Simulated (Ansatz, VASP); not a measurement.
## TaN in VASP and in Ansatz

```
Ta N
1.0
     2.96709    0.00000    0.00000
    -1.48354    2.56958    0.00000
     0.00000    0.00000    2.91155
Ta N
1 1
Cartesian
  0.0000 1.7131 1.4558
  0.0000 0.0000 0.0000
```

Change from the starting cell: volume scaled by 1.03, PAW files.

Alike in both runs: task electric field gradients; functional PBE; k mesh 12 × 12 × 10; occupations fermi-dirac, width 0.02 eV; no spin polarisation.

|  | VASP | Ansatz |
| --- | --- | --- |
| version | VASP 6.6.1 | Ansatz 0.2.0 |
| potentials or method | VASP PAW PBE potentials, release 64 (Ta_pv, N) | PAW with Ansatz's default frozen-core files, scalar-relativistic |
| plane-wave cutoff (eV) | 520 | 420 |
| valence electrons in the cell | 16 | 18 |

|  | VASP | Ansatz | Ansatz less VASP |
| --- | --- | --- | --- |
| pressure (GPa) | -4.7 | -5.3 | -0.60 |
| traceless stress, the component that is largest in VASP (GPa) | 0.06 | -0.05 | -0.102 |
| size of Vzz on the site where it differs most (V/Å²) | 23.4 | 56.7 | +33.35 |

VASP's potentials hold 16 valence electrons a cell and Ansatz's 18, so a difference there can come from the potentials and not from the codes.

Neither program's run includes spin-orbit coupling.
